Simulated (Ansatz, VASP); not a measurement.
# One calculation of PbF2, two programs

```
Pb F
1.0
     0.00000    2.89514    2.89514
     2.89514    0.00000    2.89514
     2.89514    2.89514    0.00000
Pb F
1 2
Direct
  0.00000 0.00000 0.00000
  0.25000 0.25000 0.25000
  0.75000 0.75000 0.75000
```

Change from the starting cell: hydrostatic strain -1.7%.

Alike in both runs: task single point; functional PBE; k mesh 8 × 8 × 8; occupations fermi-dirac, width 0.02 eV; no spin polarisation.

|  | VASP | Ansatz |
| --- | --- | --- |
| version | VASP 6.6.1 | Ansatz 0.2.0 |
| potentials or method | VASP PAW PBE potentials, release 64 (Pb_d, F) | plane waves, PAW |
| plane-wave cutoff (eV) | 600 | 420 |
| valence electrons in the cell | 28 | 28 |

|  | VASP | Ansatz | Ansatz less VASP |
| --- | --- | --- | --- |
| gap on the k mesh at the Fermi level (eV) | 4.39 | 4.39 | +0.002 |
| pressure (GPa) | 9.0 | 9.2 | +0.24 |

The functional is the same, so the differences come from potentials, cutoffs and numerics.

Neither program's run includes spin-orbit coupling.
